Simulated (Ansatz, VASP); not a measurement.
**One calculation of W, two programs**

```
W
1.0
     2.63721    0.00000    0.00000
     0.00000    2.63721    0.00000
     0.00000    0.00000    2.63721
W
1
Direct
  0.00000 0.00000 0.00000
```

Alike in both runs: functional PBE; k mesh 16 × 16 × 16; occupations gaussian, width 0.1 eV; no spin polarisation.

Ansatz relaxed the structure, and its values are those at the end. VASP's run is a single point on that final structure, the one shown.

|  | VASP | Ansatz |
| --- | --- | --- |
| version | VASP 6.6.1 | Ansatz 0.2.0 |
| potentials or method | VASP PAW PBE potentials, release 64 (W_sv), cutoff 520 eV | scalar-relativistic, plane waves, PAW |
| valence electrons in the cell | 14 | 14 |

```csv
,VASP,Ansatz,Ansatz less VASP
gap on the k mesh at the Fermi level (eV),none,none,-
pressure (GPa),0.5,0.0,-0.56
```

A gap of «none» marks a metal or a gap that the smearing closes.

Neither program's run includes spin-orbit coupling.
